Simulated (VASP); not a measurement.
# Zn (Im-3m) in VASP: further runs

Runs on Zn. Level: LDA. Tasks: single point.

All numbers are computed with VASP 6.6.1; they aren't measurements. Logs are shortened: lines on timing, memory, paths and dates and some standing lists are left out, and cuts for length are marked.

## (1) The cell of the first run

The structure is cubic, space group Im-3m (No. 229). The conventional cell has a = 2.929 Å, b = 2.929 Å, c = 2.929 Å, α = 90.00°, β = 90.00°, γ = 90.00°. Within 3.3 Å of Zn (site symmetry m-3m) lie 14 Zn at 2.54 to 2.93 Å.

## (2) Single point, LDA

Input file INCAR:

```
PREC = Accurate
ENCUT = 520
EDIFF = 1E-6
ISMEAR = 0
SIGMA = 0.15
LREAL = False
LASPH = True
NELM = 80
ALGO = Normal
ISIF = 2
LWAVE = False
LCHARG = False
NBANDS = 12
```

Input file KPOINTS:

```
regular mesh
0
Gamma
  22 22 22
```

Input file POSCAR:

```
Zn
1.0
   -1.4643832121      1.4643832121      1.4643832121
    1.4643832121     -1.4643832121      1.4643832121
    1.4643832121      1.4643832121     -1.4643832121
Zn
1
Direct
    0.0000000000      0.0000000000      0.0000000000
```

Potentials or basis: VASP PAW LDA potentials, release 64 (Zn).

The run is started by

```console
$ cat potpaw_LDA.64/Zn/POTCAR > POTCAR
$ mpirun -np 1 vasp_std > vasp.out
```

OUTCAR:

```text
PREC = Accurate
   ENCUT = 520
   EDIFF = 1E-6
   ISMEAR = 0
   LREAL = False
   LASPH = True
   NELM = 80
   ISIF = 2

 ion  position               nearest neighbor table
   1  0.000  0.000  0.000-

  LATTYP: Found a body centered cubic cell.
 ALAT       =     2.9287664242

  Lattice vectors:

 A1 = (  -1.4643832121,   1.4643832121,   1.4643832121)
 A2 = (   1.4643832121,  -1.4643832121,   1.4643832121)
 A3 = (   1.4643832121,   1.4643832121,  -1.4643832121)

Analysis of symmetry for initial positions (statically):
=====================================================================
 Subroutine PRICEL returns:
 Original cell was already a primitive cell.

 Routine SETGRP: Setting up the symmetry group for a
 body centered cubic supercell.

 Subroutine GETGRP returns: Found 48 space group operations
 (whereof 48 operations were pure point group operations)
 out of a pool of 48 trial point group operations.

The static configuration has the point symmetry O_h .

Analysis of symmetry for dynamics (positions and initial velocities):
=====================================================================
 Subroutine PRICEL returns:
 Original cell was already a primitive cell.

 Routine SETGRP: Setting up the symmetry group for a
 body centered cubic supercell.

 Subroutine GETGRP returns: Found 48 space group operations
 (whereof 48 operations were pure point group operations)
 out of a pool of 48 trial point group operations.

The dynamic configuration has the point symmetry O_h .

 Subroutine INISYM returns: Found 48 space group operations
 (whereof 48 operations are pure point group operations),
 and found     1 'primitive' translations

----------------------------------------------------------------------------------------

                                     Primitive cell

  volume of cell :      12.5610

  direct lattice vectors                    reciprocal lattice vectors
    -1.464383212  1.464383212  1.464383212     0.000000000  0.341440680  0.341440680
     1.464383212 -1.464383212  1.464383212     0.341440680  0.000000000  0.341440680
     1.464383212  1.464383212 -1.464383212     0.341440680  0.341440680  0.000000000

  length of vectors
     2.536386125  2.536386125  2.536386125     0.482870041  0.482870041  0.482870041

  position of ions in fractional coordinates (direct lattice)
     0.000000000  0.000000000  0.000000000

  ion indices of the primitive-cell ions
   primitive index   ion index
                 1           1

----------------------------------------------------------------------------------------

 KPOINTS: regular mesh

Automatic generation of k-mesh.
 Grid dimensions read from file:
 generate k-points for:   22   22   22

 Generating k-lattice:

  Cartesian coordinates                     Fractional coordinates (reciprocal lattice)
     0.000000000  0.015520031  0.015520031     0.045454545  0.000000000  0.000000000
     0.015520031  0.000000000  0.015520031     0.000000000  0.045454545  0.000000000
     0.015520031  0.015520031  0.000000000     0.000000000  0.000000000  0.045454545

  Length of vectors
     0.021948638  0.021948638  0.021948638

  Shift w.r.t. Gamma in fractional coordinates (k-lattice)
     0.000000000  0.000000000  0.000000000

 Subroutine IBZKPT returns following result:
 ===========================================

 Found    328 irreducible k-points:

 Following reciprocal coordinates:
            Coordinates               Weight
  0.000000  0.000000  0.000000      1.000000
  0.045455  0.000000  0.000000     12.000000
  0.090909  0.000000  0.000000     12.000000
  0.136364  0.000000  0.000000     12.000000
  0.181818  0.000000  0.000000     12.000000
  0.227273  0.000000  0.000000     12.000000
[... 16 lines left out ...]
  0.090909  0.090909  0.000000     24.000000
  0.136364  0.090909 -0.000000     48.000000
 [... further k-points ...]
   k-points           NKPTS =    328   k-points in BZ     NKDIM =    328   number of bands    NBANDS=     12
   number of dos      NEDOS =    301   number of ions     NIONS =      1
   total plane-waves  NPLWV =   8000
   dimension x,y,z NGX =    20 NGY =   20 NGZ =   20
   dimension x,y,z NGXF=    40 NGYF=   40 NGZF=   40
   ions per type =               1
   NGX,Y,Z   is equivalent  to a cutoff of  13.11, 13.11, 13.11 a.u.
   NGXF,Y,Z  is equivalent  to a cutoff of  26.22, 26.22, 26.22 a.u.
 SYSTEM =  unknown system
   PREC   = accura    normal or accurate (medium, high low for compatibility)
   ISTART =      0    job   : 0-new  1-cont  2-samecut
   ICHARG =      2    charge: 1-file 2-atom 10-const
   ISPIN  =      1    spin polarized calculation?
   LNONCOLLINEAR =      F non collinear calculations
   LSORBIT =      F    spin-orbit coupling
   LASPH  =      T    aspherical Exc in radial PAW
   ENCUT  =  520.0 eV  38.22 Ry    6.18 a.u.   4.72  4.72  4.72*2*pi/ulx,y,z
   NELM   =     80;   NELMIN=  2; NELMDL= -5     # of ELM steps
   EDIFF  = 0.1E-05   stopping-criterion for ELM
   LREAL  =      F    real-space projection
   EDIFFG = 0.1E-04   stopping-criterion for IOM
   NSW    =      0    number of steps for IOM
   IBRION =     -1    ionic relax: 0-MD 1-quasi-New 2-CG
   NFREE  =      0    steps in history (QN), initial steepest desc. (CG)
   ISIF   =      2    stress and relaxation
   ISYM   =      2    0-nonsym 1-usesym 2-fastsym
   POTIM  = 0.5000    time-step for ionic-motion
   TEBEG  =    0.0;   TEEND  =   0.0 temperature during run
   PSTRESS=    0.0 pullay stress
   NELECT =      12.0000    total number of electrons
   NUPDOWN=      -1.0000    fix difference up-down
   EMIN   =  10.00;   EMAX   =-10.00  energy-range for DOS
   EFERMI =   0.00;   METHOD = LEGACY
   ISMEAR =     0;   SIGMA  =   0.15  broadening in eV -4-tet -1-fermi 0-gaus
   EFERMI_NEDOS =   21; number of points for ismear=-14 and -15
   IALGO  =     38    algorithm
   IMIX   =      4    mixing-type and parameters
     AMIX     =   0.40;   BMIX     =  1.00
     AMIX_MAG =   1.60;   BMIX_MAG =  1.00
  volume/ion in A,a.u.               =      12.56        84.77
  Fermi-wavevector in a.u.,A,eV,Ry     =   1.612354  3.046908 35.370885  2.599687
  Thomas-Fermi vector in A             =   2.707598
   LORBIT       =      0    0 simple, 1 ext, 2 COOP (PROOUT), +10 PAW based schemes
   GGA     = CA    functional components
   LHFCALC =     F    Hartree Fock is set to
   AEXX    =    0.0000 exact exchange contribution
   IVDW    =     0    specifies the selected vdW correction
   LEPSILON=     F    determine dielectric tensor
   LRPA    =     F    only Hartree local field effects (RPA)
 non-spin polarized calculation
 Gauss-broadening in eV      SIGMA  =   0.15
  energy-cutoff  :      520.00
  volume of cell :       12.56
 maximum number of plane-waves:       370
   NGX =  9   NGY =  9   NGZ =  9

 number of electron      12.0000010 magnetization

 Free energy of the ion-electron system (eV)
  ---------------------------------------------------
  ext. energy  EPLUGINS =         0.00000000
  ---------------------------------------------------
  free energy    TOTEN  =        -1.73858092 eV

  energy without entropy =       -1.73470482  energy(sigma->0) =       -1.73664287

 E-fermi :   4.7325     XC(G=0): -12.9564

 val. band max:        4.7312481769   @ k =  -0.3636  -0.4091   0.1364
 cond. band min:       4.7337553222   @ k =   0.2273   0.2273   0.2273
 fundamental gap:      0.0025071453
 Fermi energy:         4.7325167450

 k-point     1 :       0.0000    0.0000    0.0000
  band No.  band energies     occupation
      1      -7.6230      2.00000
      2      -3.9939      2.00000
      3      -3.9939      2.00000
      4      -3.9939      2.00000
      5      -3.2705      2.00000
      6      -3.2705      2.00000
      7      26.9699      0.00000
      8      26.9699      0.00000
      9      26.9699      0.00000
     10      27.2165      0.00000
     11      27.2165      0.00000
     12      27.2165      0.00000

 k-point     2 :       0.0455    0.0000    0.0000
  band No.  band energies     occupation
      1      -7.5475      2.00000
      2      -4.0031      2.00000
      3      -3.9924      2.00000
      4      -3.9719      2.00000
      5      -3.2795      2.00000
      6      -3.2699      2.00000
      7      25.3031      0.00000
      8      26.2060      0.00000
      9      26.3274      0.00000
     10      26.7380      0.00000
     11      26.8867      0.00000
     12      27.2236      0.00000

 k-point     3 :       0.0909    0.0000    0.0000
  band No.  band energies     occupation
      1      -7.3230      2.00000
      2      -4.0300      2.00000
      3      -3.9880      2.00000
      4      -3.9072      2.00000
      5      -3.3036      2.00000
      6      -3.2680      2.00000
      7      22.6670      0.00000
      8      24.8644      0.00000
      9      25.0787      0.00000
     10      25.8640      0.00000
     11      26.4280      0.00000
     12      27.4816      0.00000
[... 286 lines left out ...]
 k-point    23 :       0.0909    0.0909    0.0000
  band No.  band energies     occupation
      1      -6.7425      2.00000
      2      -4.0663      2.00000
      3      -4.0275      2.00000
      4      -3.7187      2.00000
      5      -3.3574      2.00000
      6      -3.2534      2.00000
      7      20.1050      0.00000
      8      20.2661      0.00000
      9      22.9151      0.00000
     10      26.0810      0.00000
     11      26.8317      0.00000
     12      28.2082      0.00000

 k-point    24 :       0.1364    0.0909   -0.0000
  band No.  band energies     occupation
      1      -6.2649      2.00000
      2      -4.1106      2.00000
      3      -4.0342      2.00000
      4      -3.5597      2.00000
      5      -3.3858      2.00000
      6      -3.2379      2.00000
      7      17.6261      0.00000
      8      19.1039      0.00000
      9      21.8335      0.00000
     10      25.5998      0.00000
     11      27.0100      0.00000
     12      28.4059      0.00000

 [... further k-points ...]
[... 5 lines left out ...]
  --------------------------------------------------------------------------------------
  -------------------------------------------------------------------------------------
  Total        0.8611479      0.8611479      0.8611479     -0.0000000      0.0000000      0.0000000
  in kB      109.8409110    109.8409110    109.8409110     -0.0000000      0.0000000      0.0000000
  external PRESSURE =     109.8409110 kB  Pullay stress =       0.0000000 kB

 VOLUME and BASIS-vectors are now :
 -----------------------------------------------------------------------------
  energy-cutoff  :      520.00
  volume of cell :       12.56
      direct lattice vectors                 reciprocal lattice vectors
    -1.464383212  1.464383212  1.464383212     0.000000000  0.341440680  0.341440680
     1.464383212 -1.464383212  1.464383212     0.341440680  0.000000000  0.341440680
     1.464383212  1.464383212 -1.464383212     0.341440680  0.341440680  0.000000000

 POSITION                                       TOTAL-FORCE (eV/Angst)
 -----------------------------------------------------------------------------------
      0.00000      0.00000      0.00000         0.000000      0.000000      0.000000
 -----------------------------------------------------------------------------------
    total drift:                                0.000000     -0.000000      0.000000

  FREE ENERGIE OF THE ION-ELECTRON SYSTEM (eV)
  ---------------------------------------------------
  free  energy   TOTEN  =        -1.7385809214 eV

  energy  without entropy=       -1.7347048151  energy(sigma->0) =       -1.73664287
```

Run time: 35 s. Hardware: 1 thread of Intel Xeon Platinum 8259CL at 2.50GHz (Skylake/Cascade Lake), shared host; peak memory 0.16 GiB.

Results:

```
Free energy            : -1.7386 eV
Pressure               : 11.0 GPa
Band gap on the k mesh : zero (band 6 reaches 9.03 eV, above the bottom of band 7 at 3.91 eV)
```

Levels at points of the mesh, in eV from the Fermi level:
```csv
k point,band 3,band 4,band 5,band 6,band 7,band 8,band 9,band 10
"(0.00, 0.00, 0.00)",-8.73,-8.73,-8.00,-8.00,22.24,22.24,22.24,22.48
"(0.50, 0.00, 0.00)",-8.04,-7.95,-7.52,-3.75,-0.82,12.76,13.91,16.98
"(0.50, 0.50, 0.50)",-7.64,-7.64,-7.64,4.29,4.29,4.29,9.32,9.32
```

## (3) Single point, LDA

This run uses another cell than the first one, of 12.93 Å³/atom, 1.029 times its volume.

Input file INCAR:

```
SYSTEM = Zn
ALGO = Normal ; EDIFF = 1E-6
ENCUT = 520 ; GGA = CA
ISIF = 2 ; ISMEAR = 0
LASPH = .TRUE. ; LCHARG = .FALSE.
LREAL = .FALSE. ; LWAVE = .FALSE.
NBANDS = 12 ; NELM = 60
PREC = Accurate ; SIGMA = 0.15
```

Input file KPOINTS:

```
k-points
0
G
  22 22 22
  0 0 0
```

Input file POSCAR:

```
Zn
1.0
   -1.4783939847      1.4783939847      1.4783939847
    1.4783939847     -1.4783939847      1.4783939847
    1.4783939847      1.4783939847     -1.4783939847
Zn
1
Direct
    0.0000000000      0.0000000000      0.0000000000
```

Potentials or basis: VASP PAW LDA potentials, release 64 (Zn).

The run is started by

```console
$ cat potpaw_LDA.64/Zn/POTCAR > POTCAR
$ mpirun -np 1 vasp_std > vasp.out
```

Run time: 36 s. Hardware: 1 thread of Intel Xeon Platinum 8259CL at 2.50GHz (Skylake/Cascade Lake), shared host; peak memory 0.15 GiB.

Results (log left out):

```
Free energy            : -1.7588 eV
Pressure               : 7.1 GPa
Band gap on the k mesh : zero (band 6 reaches 8.72 eV, above the bottom of band 7 at 3.59 eV)
```

Levels at points of the mesh, in eV from the Fermi level:
| k point | band 4 | band 5 | band 6 | band 7 | band 8 | band 9 |
| --- | --- | --- | --- | --- | --- | --- |
| (0.00, 0.00, 0.00) | -8.59 | -7.90 | -7.90 | 21.71 | 21.71 | 21.71 |
| (0.50, 0.00, 0.00) | -7.85 | -7.44 | -3.58 | -0.86 | 12.52 | 13.73 |
| (0.50, 0.50, 0.50) | -7.55 | -7.55 | 4.27 | 4.27 | 4.27 | 9.22 |

## (4) Single point, LDA

This run uses another cell than the first one, of 13.29 Å³/atom, 1.058 times its volume.

Input file INCAR:

```
PREC = Accurate
ENCUT = 520
EDIFF = 1E-6
ISMEAR = 0
SIGMA = 0.15
LREAL = F
LASPH = T
NELM = 100
ALGO = Fast
ISIF = 2
LWAVE = F
LCHARG = F
NBANDS = 12
```

Input file KPOINTS:

```
regular mesh
0
Gamma
  22 22 22
```

Input file POSCAR:

```
Zn
1.0
   -1.4921441137      1.4921441137      1.4921441137
    1.4921441137     -1.4921441137      1.4921441137
    1.4921441137      1.4921441137     -1.4921441137
Zn
1
Direct
    0.0000000000      0.0000000000      0.0000000000
```

The run is started by

```console
$ cat potpaw_LDA.64/Zn/POTCAR > POTCAR
$ mpirun -np 1 vasp_std > vasp.out
```

Wall time 41 s (1 thread of Intel Xeon Platinum 8259CL at 2.50GHz (Skylake/Cascade Lake), shared host); peak memory 0.15 GiB.

It converged, with:

| Quantity | Value |
| --- | --- |
| Free energy | -1.7709 eV |
| Pressure | 3.7 GPa |
| Band gap on the k mesh | zero (band 6 reaches 8.43 eV, above the bottom of band 7 at 3.28 eV) |

Levels at points of the mesh, in eV from the Fermi level:
```csv
k point,band 2,band 3,band 4,band 5,band 6,band 7,band 8,band 9,band 10,band 11
"(0.00, 0.00, 0.00)",-8.46,-8.46,-8.46,-7.80,-7.80,21.22,21.22,21.22,22.03,22.03
"(0.50, 0.00, 0.00)",-8.86,-7.83,-7.75,-7.36,-3.42,-0.90,12.29,13.56,16.51,18.53
"(0.50, 0.50, 0.50)",-9.21,-7.47,-7.47,-7.47,4.25,4.25,4.25,9.02,9.13,9.13
```

## (5) Single point, LDA

This run uses another cell than the first one, of 14.02 Å³/atom, 1.116 times its volume.

Input file INCAR:

```
SYSTEM = Zn
ALGO     = Normal         ! electronic algorithm
EDIFF    = 1E-6           ! SCF threshold, eV
ENCUT    = 520            ! plane-wave cutoff, eV
ISIF     = 2              ! what is computed and relaxed
ISMEAR   = 0              ! smearing method
LASPH    = .TRUE.         ! aspherical terms in the spheres
LCHARG   = .FALSE.        ! write CHGCAR
LREAL    = .FALSE.        ! projectors in reciprocal space
LWAVE    = .FALSE.        ! write WAVECAR
NBANDS   = 12             ! bands
NELM     = 80             ! most SCF steps
PREC     = Accurate       ! precision mode
SIGMA    = 0.15           ! smearing width, eV
```

Input file KPOINTS:

```
k-points
0
G
  22 22 22
  0 0 0
```

Input file POSCAR:

```
Zn
1.0
   -1.5189087851      1.5189087851      1.5189087851
    1.5189087851     -1.5189087851      1.5189087851
    1.5189087851      1.5189087851     -1.5189087851
Zn
1
Direct
    0.0000000000      0.0000000000      0.0000000000
```

The run is started by

```console
$ cat potpaw_LDA.64/Zn/POTCAR > POTCAR
$ mpirun -np 1 vasp_std > vasp.out
```

Wall time 34 s (1 thread of Intel Xeon Platinum 8259CL at 2.50GHz (Skylake/Cascade Lake), shared host); peak memory 0.16 GiB.

It converged, with:

```
Free energy            : -1.7754 eV
Pressure               : -1.4 GPa
Band gap on the k mesh : zero (band 6 reaches 7.89 eV, above the bottom of band 7 at 2.73 eV)
```

Levels at points of the mesh, in eV from the Fermi level:
```tsv
k point	band 2	band 3	band 4	band 5	band 6	band 7	band 8	band 9	band 10	band 11
(0.00, 0.00, 0.00)	-8.22	-8.22	-8.22	-7.62	-7.62	20.29	20.29	20.29	21.60	21.60
(0.50, 0.00, 0.00)	-8.58	-7.66	-7.58	-7.23	-3.13	-0.96	11.86	13.23	16.07	17.86
(0.50, 0.50, 0.50)	-8.89	-7.32	-7.32	-7.32	4.20	4.20	4.20	8.37	8.96	8.96
```

## (6) The runs side by side

```tsv
cell	gap on the mesh (eV)	pressure (GPa)
a = 2.536 Å, angles 109.5°, 1 atom	none	11.0
a = 2.561 Å, angles 109.5°, 1 atom	none	7.1
a = 2.584 Å, angles 109.5°, 1 atom	none	3.7
a = 2.631 Å, angles 109.5°, 1 atom	none	-1.4
```

Alike in all rows: task single point; level LDA; potentials or basis VASP PAW LDA potentials, release 64 (Zn); no spin polarisation; k mesh 22 × 22 × 22; cutoff (eV) 520; smearing gaussian 0.15 eV.

Total energies depend on the potentials used, so only differences within one code and one set of settings carry meaning.
